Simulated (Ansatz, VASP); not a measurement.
# One calculation of Se, two programs

INCAR

```
SYSTEM = Se
PREC = Accurate ; ENCUT = 600
EDIFF = 1E-7 ; ISMEAR = 0
SIGMA = 0.1 ; LREAL = .False.
LASPH = .True. ; NELM = 100
ALGO = Normal ; ISIF = 3
LWAVE = .False. ; LCHARG = .False.
GGA = PE ; IBRION = 2
NSW = 90 ; EDIFFG = -0.04
```

File KPOINTS:

```
Automatic mesh
0
Gamma
  6 6 6
  0 0 0
```

File POSCAR:

```
Se
1.0
   -3.1825548000      3.1825548000      2.2037298000
    3.1825548000     -3.1825548000      2.2037298000
    3.1825548000      3.1825548000     -2.2037298000
Se
6
Direct
    0.0000000000      0.0000000000      0.0000000000
    0.7500000000      0.2500000000      0.5000000000
    0.3750000000      0.6250000000      0.7500000000
    0.3750000000      0.1250000000      0.7500000000
    0.3750000000      0.6250000000      0.2500000000
    0.8750000000      0.6250000000      0.2500000000
```

Input for Ansatz:

```yaml
crystal:
  lattice:
    - [-3.1825548, 3.1825548, 2.2037298]
    - [3.1825548, -3.1825548, 2.2037298]
    - [3.1825548, 3.1825548, -2.2037298]
  atoms:
    - { symbol: Se, position: [0.0, 0.0, 0.0] }
    - { symbol: Se, position: [0.75, 0.25, 0.5] }
    - { symbol: Se, position: [0.375, 0.625, 0.75] }
    - { symbol: Se, position: [0.375, 0.125, 0.75] }
    - { symbol: Se, position: [0.375, 0.625, 0.25] }
    - { symbol: Se, position: [0.875, 0.625, 0.25] }
basis:
  ecutwfc: 420
kpoints:
  mp_grid: { grid: [6, 6, 6] }
hamiltonian:
  xc: pbe
scf:
  occupations: { method: gaussian, width: 0.1 }
  lower_state_search: "off"
output:
  forces: true
  stress: true
  eigenvalues: true
relax:
  adjacent_minimum: "off"
  f_tol: 0.04
  max_steps: 70
  cell: { stress_tol: 0.4 }
```

Alike in both runs: task relaxation of cell and atoms; functional PBE; k mesh 6 × 6 × 6; occupations gaussian, width 0.1 eV; no spin polarisation.

|  | VASP | Ansatz |
| --- | --- | --- |
| version | VASP 6.6.1 | Ansatz 0.2.0 |
| potentials or method | VASP PAW PBE potentials, release 64 (Se), cutoff 600 eV | scalar-relativistic, plane waves, PAW |
| valence electrons in the cell | 36 | 96 |

```tsv
	VASP	Ansatz	Ansatz less VASP
gap on the k mesh at the Fermi level, each at its own relaxed structure (eV)	none	none	-
relaxed volume (Å³/atom)	24.14	24.06	-0.083
relaxed cell length with the largest relative difference (Å)	5.912	5.901	-0.0116
```

A gap of «none» marks a metal or a gap that the smearing closes. VASP's potentials hold 36 valence electrons a cell and Ansatz's 96, so a difference there can come from the potentials and not from the codes.

Noted on VASP's run: the volume moved by over 15 % at a fixed basis, so the end points are rough.
